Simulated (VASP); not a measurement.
# SrO (I4/mmm) in VASP: settings compared

Aim: see how the results for SrO move with the level of theory and the settings. Levels: PBE, r2SCAN. Tasks: single point.

Program: VASP 6.6.1. These are calculated values, not measurements. Logs are shortened: lines on timing, memory, paths and dates and some standing lists are left out, and cuts for length are marked.

## (1) The cell of the first run

The structure is tetragonal, space group I4/mmm (No. 139). The conventional cell has a = 3.843 Å, b = 3.843 Å, c = 5.160 Å, α = 90.00°, β = 90.00°, γ = 90.00°. Sr (site symmetry 4/mmm) has 6 O at 2.58 to 2.72 Å within 3.4 Å. O (site symmetry 4/mmm) has 6 Sr at 2.58 to 2.72 Å within 3.4 Å.

## (2) Single point, PBE (biaxial xy strain +5.3%)

INCAR

```
  PREC = Accurate
  ENCUT = 520
  EDIFF = 1E-6
  ISMEAR = -1
  SIGMA = 0.02
  LREAL = False
  LASPH = True
  NELM = 60
  ALGO = Normal
  ISIF = 2
  LWAVE = False
  LCHARG = True
  GGA = PE
  LELF = True
  LVHAR = True
  NBANDS = 15
```

KPOINTS

```
regular mesh
0
Gamma
  8 8 8
```

POSCAR

```
SrO
1.0
    0.0000000000      2.7176585768      2.5798923266
    2.7176585768      0.0000000000      2.5798923266
    2.7176585768      2.7176585768      0.0000000000
Sr O
1 1
Direct
    0.0000000000      0.0000000000      0.0000000000
    0.5000000000      0.5000000000      0.5000000000
```

Potentials or basis: VASP PAW PBE potentials, release 64 (Sr_sv, O).

Started as:

```bash
> cat potpaw_PBE.64/Sr_sv/POTCAR potpaw_PBE.64/O/POTCAR > POTCAR
> mpirun -np 1 vasp_std > vasp.out
```

OUTCAR:

```text
PREC = Accurate
   ENCUT = 520
   EDIFF = 1E-6
   ISMEAR = -1
   LREAL = False
   LASPH = True
   NELM = 60
   ISIF = 2
   GGA = PE

 ion  position               nearest neighbor table
   1  0.000  0.000  0.000-   2 2.58   2 2.58   2 2.72   2 2.72   2 2.72   2 2.72
   2  0.500  0.500  0.500-   1 2.58   1 2.58   1 2.72   1 2.72   1 2.72   1 2.72

  LATTYP: Found a body centered tetragonal cell.
 ALAT       =     3.8433496172
 C/A-ratio  =     1.3425228426

  Lattice vectors:

 A1 = (   0.0000000000,  -2.7176585768,  -2.5798923266)
 A2 = (   0.0000000000,   2.7176585768,  -2.5798923266)
 A3 = (   2.7176585768,   0.0000000000,   2.5798923266)

Analysis of symmetry for initial positions (statically):
=====================================================================
 Subroutine PRICEL returns:
 Original cell was already a primitive cell.

 Routine SETGRP: Setting up the symmetry group for a
 body centered tetragonal supercell.

 Subroutine GETGRP returns: Found 16 space group operations
 (whereof 16 operations were pure point group operations)
 out of a pool of 16 trial point group operations.

The static configuration has the point symmetry D_4h.

Analysis of symmetry for dynamics (positions and initial velocities):
=====================================================================
 Subroutine PRICEL returns:
 Original cell was already a primitive cell.

 Routine SETGRP: Setting up the symmetry group for a
 body centered tetragonal supercell.

 Subroutine GETGRP returns: Found 16 space group operations
 (whereof 16 operations were pure point group operations)
 out of a pool of 16 trial point group operations.

The dynamic configuration has the point symmetry D_4h.

 Subroutine INISYM returns: Found 16 space group operations
 (whereof 16 operations are pure point group operations),
 and found     1 'primitive' translations

----------------------------------------------------------------------------------------

                                     Primitive cell

  volume of cell :      38.1085

  direct lattice vectors                    reciprocal lattice vectors
     0.000000000  2.717658577  2.579892327    -0.183981904  0.183981904  0.193806538
     2.717658577  0.000000000  2.579892327     0.183981904 -0.183981904  0.193806538
     2.717658577  2.717658577  0.000000000     0.183981904  0.183981904 -0.193806538

  length of vectors
     3.747200629  3.747200629  3.843349617     0.324437446  0.324437446  0.324437446

  position of ions in fractional coordinates (direct lattice)
     0.000000000  0.000000000  0.000000000
     0.500000000  0.500000000  0.500000000

  ion indices of the primitive-cell ions
   primitive index   ion index
                 1           1
                 2           2

----------------------------------------------------------------------------------------

 KPOINTS: regular mesh

Automatic generation of k-mesh.
 Grid dimensions read from file:
 generate k-points for:    8    8    8

 Generating k-lattice:

  Cartesian coordinates                     Fractional coordinates (reciprocal lattice)
    -0.022997738  0.022997738  0.024225817     0.125000000  0.000000000  0.000000000
     0.022997738 -0.022997738  0.024225817     0.000000000  0.125000000  0.000000000
     0.022997738  0.022997738 -0.024225817     0.000000000  0.000000000  0.125000000

  Length of vectors
     0.040554681  0.040554681  0.040554681

  Shift w.r.t. Gamma in fractional coordinates (k-lattice)
     0.000000000  0.000000000  0.000000000

 Subroutine IBZKPT returns following result:
 ===========================================

 Found     59 irreducible k-points:

 Following reciprocal coordinates:
            Coordinates               Weight
  0.000000  0.000000  0.000000      1.000000
  0.125000  0.000000  0.000000      8.000000
  0.250000  0.000000  0.000000      8.000000
  0.375000  0.000000  0.000000      8.000000
  0.500000  0.000000  0.000000      4.000000
  0.125000  0.125000  0.000000      2.000000
[... 16 lines left out ...]
  0.250000  0.000000  0.125000     16.000000
  0.375000  0.000000  0.125000     16.000000
 [... further k-points ...]
   k-points           NKPTS =     59   k-points in BZ     NKDIM =     59   number of bands    NBANDS=     15
   number of dos      NEDOS =    301   number of ions     NIONS =      2
   total plane-waves  NPLWV =  23520
   dimension x,y,z NGX =    28 NGY =   28 NGZ =   30
   dimension x,y,z NGXF=    56 NGYF=   56 NGZF=   60
   ions per type =               1   1
   NGX,Y,Z   is equivalent  to a cutoff of  12.42, 12.42, 12.98 a.u.
   NGXF,Y,Z  is equivalent  to a cutoff of  24.84, 24.84, 25.95 a.u.
 SYSTEM =  unknown system
   PREC   = accura    normal or accurate (medium, high low for compatibility)
   ISTART =      0    job   : 0-new  1-cont  2-samecut
   ICHARG =      2    charge: 1-file 2-atom 10-const
   ISPIN  =      1    spin polarized calculation?
   LNONCOLLINEAR =      F non collinear calculations
   LSORBIT =      F    spin-orbit coupling
   LASPH  =      T    aspherical Exc in radial PAW
   ENCUT  =  520.0 eV  38.22 Ry    6.18 a.u.   6.97  6.97  7.15*2*pi/ulx,y,z
   NELM   =     60;   NELMIN=  2; NELMDL= -5     # of ELM steps
   EDIFF  = 0.1E-05   stopping-criterion for ELM
   LREAL  =      F    real-space projection
   EDIFFG = 0.1E-04   stopping-criterion for IOM
   NSW    =      0    number of steps for IOM
   IBRION =     -1    ionic relax: 0-MD 1-quasi-New 2-CG
   NFREE  =      0    steps in history (QN), initial steepest desc. (CG)
   ISIF   =      2    stress and relaxation
   ISYM   =      2    0-nonsym 1-usesym 2-fastsym
   POTIM  = 0.5000    time-step for ionic-motion
   TEBEG  =    0.0;   TEEND  =   0.0 temperature during run
   PSTRESS=    0.0 pullay stress
   NELECT =      16.0000    total number of electrons
   NUPDOWN=      -1.0000    fix difference up-down
   EMIN   =  10.00;   EMAX   =-10.00  energy-range for DOS
   EFERMI =   0.00;   METHOD = LEGACY
   ISMEAR =    -1;   SIGMA  =   0.02  broadening in eV -4-tet -1-fermi 0-gaus
   EFERMI_NEDOS =   21; number of points for ismear=-14 and -15
   IALGO  =     38    algorithm
   IMIX   =      4    mixing-type and parameters
     AMIX     =   0.40;   BMIX     =  1.00
     AMIX_MAG =   1.60;   BMIX_MAG =  1.00
  volume/ion in A,a.u.               =      19.05       128.58
  Fermi-wavevector in a.u.,A,eV,Ry     =   1.225860  2.316540 20.445935  1.502734
  Thomas-Fermi vector in A             =   2.360883
   LORBIT       =      0    0 simple, 1 ext, 2 COOP (PROOUT), +10 PAW based schemes
   GGA     = PE    functional components
   LHFCALC =     F    Hartree Fock is set to
   AEXX    =    0.0000 exact exchange contribution
   IVDW    =     0    specifies the selected vdW correction
   LEPSILON=     F    determine dielectric tensor
   LRPA    =     F    only Hartree local field effects (RPA)
 non-spin polarized calculation
  energy-cutoff  :      520.00
  volume of cell :       38.11
 maximum number of plane-waves:      1042
   NGX = 13   NGY = 13   NGZ = 15

 number of electron      16.0000003 magnetization

 Free energy of the ion-electron system (eV)
  ---------------------------------------------------
  ext. energy  EPLUGINS =         0.00000000
  ---------------------------------------------------
  free energy    TOTEN  =       -11.98810521 eV

  energy without entropy =      -11.98810521  energy(sigma->0) =      -11.98810521

 E-fermi :   1.6226     XC(G=0):  -9.4943

 val. band max:        1.2530400279   @ k =   0.0000   0.0000   0.0000
 cond. band min:       4.3379076388   @ k =   0.0000   0.0000   0.0000
 fundamental gap:      3.0848676109
 Fermi energy:         1.6226056262

 k-point     1 :       0.0000    0.0000    0.0000
  band No.  band energies     occupation
      1     -31.6454      2.00000
      2     -13.7942      2.00000
      3     -13.3981      2.00000
      4     -13.3981      2.00000
      5     -13.3513      2.00000
      6       1.1171      2.00000
      7       1.1171      2.00000
      8       1.2530      2.00000
      9       4.3379      0.00000
     10       7.0058      0.00000
     11       7.0058      0.00000
     12       7.3440      0.00000
     13       8.7159      0.00000
     14       9.4148      0.00000
     15      13.3242      0.00000

 k-point     2 :       0.1250    0.0000    0.0000
  band No.  band energies     occupation
      1     -31.6334      2.00000
      2     -14.2161      2.00000
      3     -13.4118      2.00000
      4     -13.3809      2.00000
      5     -12.9813      2.00000
      6       0.7281      2.00000
      7       0.9639      2.00000
      8       1.0454      2.00000
      9       4.9922      0.00000
     10       6.9523      0.00000
     11       7.2898      0.00000
     12       7.5048      0.00000
     13       9.0434      0.00000
     14       9.7662      0.00000
     15      14.2019      0.00000

 k-point     3 :       0.2500    0.0000    0.0000
  band No.  band energies     occupation
      1     -31.6042      2.00000
      2     -14.7249      2.00000
      3     -13.4445      2.00000
      4     -13.3949      2.00000
      5     -12.5425      2.00000
      6      -0.0117      2.00000
      7       0.6296      2.00000
      8       0.6645      2.00000
      9       6.3714      0.00000
     10       6.9212      0.00000
     11       8.0479      0.00000
     12       8.1683      0.00000
     13       9.8861      0.00000
     14      10.6370      0.00000
     15      15.8273      0.00000
[... 343 lines left out ...]
 k-point    23 :       0.2500    0.0000    0.1250
  band No.  band energies     occupation
      1     -31.6076      2.00000
      2     -14.5331      2.00000
      3     -13.4591      2.00000
      4     -13.4238      2.00000
      5     -12.7482      2.00000
      6       0.0527      2.00000
      7       0.8240      2.00000
      8       0.9676      2.00000
      9       6.0942      0.00000
     10       6.2428      0.00000
     11       8.2135      0.00000
     12       8.4475      0.00000
     13       9.7946      0.00000
     14      10.2363      0.00000
     15      15.8631      0.00000

 k-point    24 :       0.3750    0.0000    0.1250
  band No.  band energies     occupation
      1     -31.5784      2.00000
      2     -14.8919      2.00000
      3     -13.5028      2.00000
      4     -13.4508      2.00000
      5     -12.4657      2.00000
      6      -0.3243      2.00000
      7       0.4401      2.00000
      8       0.6068      2.00000
      9       6.5585      0.00000
     10       7.3702      0.00000
     11       8.9256      0.00000
     12       9.2186      0.00000
     13      10.7860      0.00000
     14      11.1303      0.00000
     15      15.3098      0.00000

 [... further k-points ...]

------------------------ aborting loop because EDIFF is reached ----------------------------------------

  FORCE on cell =-STRESS in cart. coord.  units (eV):
  Direction    XX          YY          ZZ          XY          YZ          ZX
  --------------------------------------------------------------------------------------
  -------------------------------------------------------------------------------------
  Total       -1.5361898     -1.5361898     -0.5660415      0.0000000     -0.0000000     -0.0000000
  in kB      -64.5853611    -64.5853611    -23.7978379      0.0000000     -0.0000000     -0.0000000
  external PRESSURE =     -50.9895200 kB  Pullay stress =       0.0000000 kB

 VOLUME and BASIS-vectors are now :
 -----------------------------------------------------------------------------
  energy-cutoff  :      520.00
  volume of cell :       38.11
      direct lattice vectors                 reciprocal lattice vectors
     0.000000000  2.717658577  2.579892327    -0.183981904  0.183981904  0.193806538
     2.717658577  0.000000000  2.579892327     0.183981904 -0.183981904  0.193806538
     2.717658577  2.717658577  0.000000000     0.183981904  0.183981904 -0.193806538

 POSITION                                       TOTAL-FORCE (eV/Angst)
 -----------------------------------------------------------------------------------
      0.00000      0.00000      0.00000         0.000000     -0.000000      0.000000
      2.71766      2.71766      2.57989        -0.000000      0.000000      0.000000
 -----------------------------------------------------------------------------------
    total drift:                                0.000000      0.000000      0.000000

  FREE ENERGIE OF THE ION-ELECTRON SYSTEM (eV)
  ---------------------------------------------------
  free  energy   TOTEN  =       -11.9881052113 eV

  energy  without entropy=      -11.9881052113  energy(sigma->0) =      -11.98810521
```

Wall time 18 s (1 thread of AMD EPYC 9R45 (Zen 5), shared host); peak memory 0.15 GiB.

What came out:

```yaml
Free_energy: -11.9881 eV
Pressure: -5.1 GPa
Band_gap_on_the_k_mesh: 3.08 eV, direct
```

Caveat: the cell differs from its parent crystal (biaxial xy strain +5.3%). A k mesh can miss the band edges.

[end of part 1 of 2]
